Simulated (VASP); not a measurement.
A run of VASP 6.6.1 is set up as follows.

File INCAR:

```
PREC     = Accurate       # precision mode
ENCUT    = 600            # plane-wave cutoff, eV
EDIFF    = 1E-7           # SCF threshold, eV
ISMEAR   = -1             # smearing method
SIGMA    = 0.02           # smearing width, eV
LREAL    = F              # projectors in reciprocal space
LASPH    = T              # aspherical terms in the spheres
NELM     = 60             # most SCF steps
ALGO     = Normal         # electronic algorithm
ISIF     = 3              # what is computed and relaxed
LWAVE    = F              # write WAVECAR
LCHARG   = F              # write CHGCAR
GGA      = PE             # functional
IBRION   = 2              # ionic algorithm
NSW      = 80             # ionic steps
EDIFFG   = -0.005         # ionic threshold
```

File KPOINTS:

```
regular mesh
0
Gamma
  8 8 8
```

File POSCAR:

```
PbSe
1.0
    0.0000000000      2.8250140000      2.8250140000
    2.8250140000      0.0000000000      2.8250140000
    2.8250140000      2.8250140000      0.0000000000
Pb Se
1 1
Direct
    0.0000000000      0.0000000000      0.0000000000
    0.5000000000      0.5000000000      0.5000000000
```

Potentials or basis: VASP PAW PBE potentials, release 64 (Pb_d, Se).

Run with:

```sh
$ cat potpaw_PBE.64/Pb_d/POTCAR potpaw_PBE.64/Se/POTCAR > POTCAR
$ mpirun -np 1 vasp_std > vasp.out
```

Q: What does it give for the relaxed cell?

A: a = 4.395 Å, b = 4.395 Å, c = 4.395 Å, α = 60.00°, β = 60.00°, γ = 60.00°.

Q: Predict the relaxed volume.

A: 30.02 Å³/atom.

Q: Predict the space group after relaxing (to 0.05 Å).

A: Fm-3m (No. 225).

Q: Predict the band gap on the k mesh.

A: 0.44 eV, direct.

Final structure:
```cif
data_structure
_symmetry_space_group_name_H-M 'P 1'
_symmetry_Int_Tables_number 1
_cell_length_a 4.3953
_cell_length_b 4.3953
_cell_length_c 4.3953
_cell_angle_alpha 60.000
_cell_angle_beta 60.000
_cell_angle_gamma 60.000
_cell_volume 60.04
loop_
_atom_site_label
_atom_site_type_symbol
_atom_site_fract_x
_atom_site_fract_y
_atom_site_fract_z
_atom_site_occupancy
Pb1 Pb 0.00000 0.00000 0.00000 1
Se1 Se 0.50000 0.50000 0.50000 1
```

Caveat: the volume moved by over 15 % at a fixed basis, so the end points are rough; spin-orbit coupling is left out, which moves the levels of the heavy elements. A k mesh can miss the band edges.
